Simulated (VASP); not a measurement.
Runs of VASP 6.6.1 on Co. Symmetry: P6_3/mmc, No. 194, hexagonal system. Conventional cell: a = 2.507 Å, b = 2.507 Å, c = 4.070 Å, α = 90.00°, β = 90.00°, γ = 120.00°. Co (site symmetry -6m2) has 12 Co at 2.50 to 2.51 Å within 3.3 Å. 

```tsv
k mesh	gap on the mesh (eV)	pressure (GPa)	moment (μB)
6 × 6 × 3	none	(b)	3.33
5 × 5 × 3	none	-12.0	3.58
4 × 4 × 2	none	(c)	3.37
7 × 7 × 4	none	-14.5	3.24
9 × 9 × 5	none	(a)	3.10
```

Alike in all rows: task single point; level PBEsol; potentials or basis VASP PAW PBE potentials, release 64 (Co); spin collinear, ferromagnetic start; cell as given; cutoff (eV) 520; smearing fermi-dirac 0.02 eV.

Estimate the missing entries.

(a) -15.4; (b) -14.1; (c) -12.9.

Caveats: some runs use coarse meshes; the PAW data sets were made with another functional, which shifts forces and pressure a little.

A gap of «none» marks levels without a gap at the run's occupations.
